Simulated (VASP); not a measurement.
# Al3N in VASP: further runs

Runs on Al3N. Level: PBE. Tasks: single point.

Everything below comes from runs of VASP 6.6.1. Logs are shortened: lines on timing, memory, paths and dates and some standing lists are left out, and cuts for length are marked.

## (1) The cell of the first run

The cell holds a slab with vacuum, 4 atoms: a = 2.857 Å, b = 2.857 Å, c = 20.102 Å, α = 90.00°, β = 90.00°, γ = 120.00°.

## (2) Single point, PBE

INCAR

```
PREC = Accurate
ENCUT = 520
EDIFF = 1E-7
ISMEAR = 0
SIGMA = 0.1
LREAL = F
LASPH = T
NELM = 100
ALGO = Normal
ISIF = 2
LWAVE = F
LCHARG = T
LDIPOL = T
IDIPOL = 3
DIPOL = 0.5 0.5 0.360
GGA = PE
LELF = T
LVHAR = T
LVACPOTAV = T
NBANDS = 15
```

KPOINTS

```
Automatic mesh
0
Gamma
  9 9 1
```

POSCAR

```
Al3N
1.0
    2.8571514048      0.0000000000      0.0000000000
   -1.4285757024      2.4743656990      0.0000000000
    0.0000000000      0.0000000000     20.1016425018
Al N
3 1
Direct
    0.6666666667      0.3333333333      0.1989887145
    0.3333333333      0.6666666667      0.3134533094
    0.0000000000      0.0000000000      0.4279074459
    0.0000000000      0.3333333333      0.5006641952
```

Potentials or basis: VASP PAW PBE potentials, release 64 (Al, N).

Run with:

```bash
$ cat potpaw_PBE.64/Al/POTCAR potpaw_PBE.64/N/POTCAR > POTCAR
$ mpirun -np 1 vasp_std > vasp.out
```

OUTCAR:

```text
PREC = Accurate
   ENCUT = 520
   EDIFF = 1E-7
   ISMEAR = 0
   LREAL = F
   LASPH = T
   NELM = 100
   ISIF = 2
   GGA = PE

 ion  position               nearest neighbor table
   1  0.667  0.333  0.199-   2 2.83   2 2.83   2 2.83
   2  0.333  0.667  0.313-   3 2.83   3 2.83   3 2.83   1 2.83   1 2.83   1 2.83
   3  0.000  0.000  0.428-   4 1.75   4 2.40   2 2.83   2 2.83   2 2.83
   4  0.000  0.333  0.501-   3 1.75   3 2.40

  LATTYP: Found a hexagonal cell.
 ALAT       =     2.8571514048
 C/A-ratio  =     7.0355538275

  Lattice vectors:

 A1 = (   2.8571514048,   0.0000000000,   0.0000000000)
 A2 = (  -1.4285757024,   2.4743656990,   0.0000000000)
 A3 = (   0.0000000000,   0.0000000000,  20.1016425018)

Analysis of symmetry for initial positions (statically):
=====================================================================
 Subroutine PRICEL returns:
 Original cell was already a primitive cell.

 Routine SETGRP: Setting up the symmetry group for a
 hexagonal supercell.

 Subroutine GETGRP returns: Found  1 space group operations
 (whereof  1 operations were pure point group operations)
 out of a pool of 24 trial point group operations.

The static configuration has the point symmetry C_1 .

Analysis of symmetry for dynamics (positions and initial velocities):
=====================================================================
 Subroutine PRICEL returns:
 Original cell was already a primitive cell.

 Routine SETGRP: Setting up the symmetry group for a
 hexagonal supercell.

 Subroutine GETGRP returns: Found  1 space group operations
 (whereof  1 operations were pure point group operations)
 out of a pool of 24 trial point group operations.

The dynamic configuration has the point symmetry C_1 .

 Subroutine INISYM returns: Found  1 space group operations
 (whereof  1 operations are pure point group operations),
 and found     1 'primitive' translations

----------------------------------------------------------------------------------------

                                     Primitive cell

  volume of cell :     142.1113

  direct lattice vectors                    reciprocal lattice vectors
     2.857151405  0.000000000  0.000000000     0.349998953  0.202071990  0.000000000
    -1.428575702  2.474365699  0.000000000     0.000000000  0.404143979  0.000000000
     0.000000000  0.000000000 20.101642502     0.000000000  0.000000000  0.049747179

  length of vectors
     2.857151405  2.857151405 20.101642502     0.404143979  0.404143979  0.049747179

  position of ions in fractional coordinates (direct lattice)
     0.666666667  0.333333333  0.198988714
     0.333333333  0.666666667  0.313453309
[... 97 lines left out ...]
   EFERMI_NEDOS =   21; number of points for ismear=-14 and -15
   IALGO  =     38    algorithm
   IMIX   =      4    mixing-type and parameters
     AMIX     =   0.40;   BMIX     =  1.00
     AMIX_MAG =   1.60;   BMIX_MAG =  1.00
  volume/ion in A,a.u.               =      35.53       239.75
  Fermi-wavevector in a.u.,A,eV,Ry     =   0.756092  1.428807  7.778111  0.571675
  Thomas-Fermi vector in A             =   1.854134
   LORBIT       =      0    0 simple, 1 ext, 2 COOP (PROOUT), +10 PAW based schemes
   GGA     = PE    functional components
   LHFCALC =     F    Hartree Fock is set to
   AEXX    =    0.0000 exact exchange contribution
   IVDW    =     0    specifies the selected vdW correction
   LEPSILON=     F    determine dielectric tensor
   LRPA    =     F    only Hartree local field effects (RPA)
 non-spin polarized calculation
 Gauss-broadening in eV      SIGMA  =   0.10
  energy-cutoff  :      520.00
  volume of cell :      142.11
 maximum number of plane-waves:      3849
 NGX is ok and might be reduce to    24
   NGX = 11   NGY = 11   NGZ = 75

 number of electron      13.9999999 magnetization

 dipolmoment           0.000000      0.000000      0.167028 electrons x Angstroem

 Free energy of the ion-electron system (eV)
  ---------------------------------------------------
  ext. energy  EPLUGINS =         0.00000000
  ---------------------------------------------------
  free energy    TOTEN  =       -16.06386540 eV

  energy without entropy =      -16.04582002  energy(sigma->0) =      -16.05484271

 E-fermi :  -0.9408     XC(G=0):  -4.9519

 val. band max:       -0.9806516868   @ k =  -0.4444   0.3333   0.0000
 cond. band min:      -0.9278358253   @ k =  -0.3333   0.3333   0.0000
 fundamental gap:      0.0528158615
 Fermi energy:        -0.9407778329

 k-point     1 :       0.0000    0.0000    0.0000
  band No.  band energies     occupation
      1     -15.2789      2.00000
      2     -11.3799      2.00000
      3      -9.2357      2.00000
      4      -6.2092      2.00000
      5      -3.3859      2.00000
      6      -0.7846      0.02723
      7       0.0890      0.00000
      8       0.3230      0.00000
      9       2.2667      0.00000
     10       3.8136      0.00000
     11       5.5915      0.00000
     12       7.2983      0.00000
     13       7.5126      0.00000
     14       9.1860      0.00000
[... 401 lines left out ...]
      2      -7.6495      2.00000
      3      -5.8465      2.00000
      4      -4.3497      2.00000
      5      -3.0334      2.00000
      6      -2.4225      2.00000
      7      -1.2125      1.99988
      8      -1.0697      1.93174
      9      -0.0663      0.00000
     10       2.0024      0.00000
     11       2.5467      0.00000
     12       3.1573      0.00000
     13       4.6314      0.00000
     14       5.6745      0.00000
     15       6.4996      0.00000

 [... further k-points ...]
[... 5 lines left out ...]
  --------------------------------------------------------------------------------------
  -------------------------------------------------------------------------------------
  Total       -0.7736915     -0.0109222      0.7400510     -0.3206869      2.9984235     -2.0359584
  in kB       -8.7226758     -0.1231378      8.3434095     -3.6154563     33.8045273    -22.9535994
  external PRESSURE =      -0.1674680 kB  Pullay stress =       0.0000000 kB

 VOLUME and BASIS-vectors are now :
 -----------------------------------------------------------------------------
  energy-cutoff  :      520.00
  volume of cell :      142.11
      direct lattice vectors                 reciprocal lattice vectors
     2.857151405  0.000000000  0.000000000     0.349998953  0.202071990  0.000000000
    -1.428575702  2.474365699  0.000000000     0.000000000  0.404143979  0.000000000
     0.000000000  0.000000000 20.101642502     0.000000000  0.000000000  0.049747179

 POSITION                                       TOTAL-FORCE (eV/Angst)
 -----------------------------------------------------------------------------------
      1.42858      0.82479      4.00000        -0.011470     -0.012120     -0.214939
     -0.00000      1.64958      6.30093         0.073738      0.081568      0.127801
      0.00000      0.00000      8.60164         1.250141     -2.209899      0.058770
     -0.47619      0.82479     10.06417        -1.312409      2.140451      0.028368
 -----------------------------------------------------------------------------------
    total drift:                                0.000072     -0.000017     -0.000082

  FREE ENERGIE OF THE ION-ELECTRON SYSTEM (eV)
  ---------------------------------------------------
  free  energy   TOTEN  =       -16.0638654044 eV

  energy  without entropy=      -16.0458200167  energy(sigma->0) =      -16.05484271

 vacuum level on the upper side and lower side of the slab         7.406         3.131
```

OSZICAR:

```text
N       E                     dE             d eps       ncg     rms          rms(c)
DAV:   1     0.536421133011E+02    0.53642E+02   -0.47410E+03  1230   0.688E+02
DAV:   2    -0.102339877290E+02   -0.63876E+02   -0.57183E+02  1723   0.129E+02
DAV:   3    -0.189213458094E+02   -0.86874E+01   -0.80880E+01  1732   0.465E+01
[... 20 lines left out ...]
DAV:  24    -0.160638605954E+02   -0.46499E-05   -0.29383E-07  1434   0.276E-03    0.897E-04
DAV:  25    -0.160638640048E+02   -0.34094E-05   -0.81637E-08  1310   0.143E-03    0.706E-04
DAV:  26    -0.160638649132E+02   -0.90841E-06   -0.24295E-08  1415   0.902E-04    0.458E-04
DAV:  27    -0.160638653998E+02   -0.48664E-06   -0.20347E-08  1233   0.634E-04    0.219E-04
DAV:  28    -0.160638654044E+02   -0.45357E-08   -0.20840E-09  1189   0.281E-04
   1 F= -.16063865E+02 E0= -.16054843E+02  d E =-.180454E-01
```

stdout:

```text
POSCAR found type information on POSCAR AlN
 POSCAR found :  2 types and       4 ions
 scaLAPACK will be used
 LDA part: xc-table for (Slater+PW92), standard interpolation
 POSCAR, INCAR and KPOINTS ok, starting setup
 FFT: planning ... GRIDC
 FFT: planning ... GRID_SOFT
 FFT: planning ... GRID
 WAVECAR not read
 entering main loop
 -----------------------------------------------------------------------------
|                                                                             |
|           W    W    AA    RRRRR   N    N  II  N    N   GGGG   !!!           |
|           W    W   A  A   R    R  NN   N  II  NN   N  G    G  !!!           |
|           W    W  A    A  R    R  N N  N  II  N N  N  G       !!!           |
|           W WW W  AAAAAA  RRRRR   N  N N  II  N  N N  G  GGG   !            |
|           WW  WW  A    A  R   R   N   NN  II  N   NN  G    G                |
|           W    W  A    A  R    R  N    N  II  N    N   GGGG   !!!           |
|                                                                             |
|     Did not find any points to average over, which means that no vacuum     |
|     field-free region was found. Please increase the size of  your cell     |
|     in the dimension of the dipole correction to obtain accurate            |
|     workfunction values.                                                    |
|                                                                             |
 -----------------------------------------------------------------------------
```

Run time: 94 s. Hardware: 1 thread of Intel Xeon 6975P-C (Granite Rapids), shared host; peak memory 0.3 GiB.

What came out:

| Property | Result |
| --- | --- |
| Free energy | -16.0639 eV |
| Largest force | 2.540 eV/Å |
| Band gap on the k mesh | zero (band 7 reaches 0.09 eV, above the bottom of band 8 at -1.55 eV) |

Forces on the atoms (eV/Å):
```
Al  -0.011 -0.012 -0.215
Al   0.074  0.082  0.128
Al   1.250 -2.210  0.059
N   -1.312  2.140  0.028
```

## (3) Single point, PBE

INCAR

```
ALGO = Normal
DIPOL = 0.5 0.5 0.364
EDIFF = 1E-7
ENCUT = 520
GGA = PE
IDIPOL = 3
ISIF = 2
ISMEAR = 0
LASPH = T
LCHARG = F
LDIPOL = T
LREAL = F
LWAVE = F
NBANDS = 15
NELM = 60
PREC = Accurate
SIGMA = 0.1
```

KPOINTS

```
k-points
0
Gamma
  9 9 1
```

POSCAR: that of step 2 with these lines changed.

```diff
@@ -11,2 +11,2 @@
     0.0000000000      0.0000000000      0.4279074459
-    0.0000000000      0.3333333333      0.5006641952
+    0.0000000000      0.1666666667      0.5150684596
```

Potentials or basis: VASP PAW PBE potentials, release 64 (Al, N).

Run with:

```bash
$ cat potpaw_PBE.64/Al/POTCAR potpaw_PBE.64/N/POTCAR > POTCAR
$ mpirun -np 1 vasp_std > vasp.out
```

OUTCAR:

```text
EDIFF = 1E-7
   ENCUT = 520
   GGA = PE
   ISIF = 2
   ISMEAR = 0
   LASPH = T
   LREAL = F
   NELM = 60
   PREC = Accurate

 ion  position               nearest neighbor table
   1  0.667  0.333  0.199-   2 2.83   2 2.83   2 2.83
   2  0.333  0.667  0.313-   3 2.83   3 2.83   3 2.83   1 2.83   1 2.83   1 2.83
   3  0.000  0.000  0.428-   4 1.82   2 2.83   2 2.83   2 2.83
   4  0.000  0.167  0.515-   3 1.82

  LATTYP: Found a hexagonal cell.
 ALAT       =     2.8571514048
 C/A-ratio  =     7.0355538275

  Lattice vectors:

[... 633 lines left out ...]
  -------------------------------------------------------------------------------------
  Total       -1.7101658     -1.4639593      0.5525289     -0.0290798      0.7922362     -0.5776979
  in kB      -19.2805809    -16.5048235      6.2292662     -0.3278488      8.9317508     -6.5130241
  external PRESSURE =      -9.8520461 kB  Pullay stress =       0.0000000 kB

 VOLUME and BASIS-vectors are now :
 -----------------------------------------------------------------------------
  energy-cutoff  :      520.00
  volume of cell :      142.11
      direct lattice vectors                 reciprocal lattice vectors
     2.857151405  0.000000000  0.000000000     0.349998953  0.202071990  0.000000000
    -1.428575702  2.474365699  0.000000000     0.000000000  0.404143979  0.000000000
     0.000000000  0.000000000 20.101642502     0.000000000  0.000000000  0.049747179

 POSITION                                       TOTAL-FORCE (eV/Angst)
 -----------------------------------------------------------------------------------
      1.42858      0.82479      4.00000        -0.007623      0.003872     -0.243573
     -0.00000      1.64958      6.30093         0.011877      0.049504      0.265337
      0.00000      0.00000      8.60164         0.330002     -0.580862     -0.043243
     -0.23810      0.41239     10.35372        -0.334256      0.527486      0.021479
 -----------------------------------------------------------------------------------
    total drift:                                0.000003     -0.000021     -0.000054

  FREE ENERGIE OF THE ION-ELECTRON SYSTEM (eV)
  ---------------------------------------------------
  free  energy   TOTEN  =       -15.4109425508 eV

  energy  without entropy=      -15.3899170870  energy(sigma->0) =      -15.40042982

 vacuum level on the upper side and lower side of the slab         7.514         3.057
```

Wall time 88 s (1 thread of Intel Xeon 6975P-C (Granite Rapids), shared host); peak memory 0.3 GiB.

Results:

```yaml
Free_energy: -15.4109 eV
Largest_force: 0.669 eV/Å
Band_gap_on_the_k_mesh: zero (band 7 reaches 0.31 eV, above the bottom of band 8 at -1.63 eV)
```

Forces on the atoms (eV/Å):
```
Al  -0.008  0.004 -0.244
Al   0.012  0.050  0.265
Al   0.330 -0.581 -0.043
N   -0.334  0.527  0.021
```

Levels at points of the mesh, in eV from the Fermi level:
```
           k point  band 5  band 6  band 7  band 8  band 9  band 10
(0.00, 0.00, 0.00)   -2.75   -0.25    1.27    1.29    2.78     4.51
```
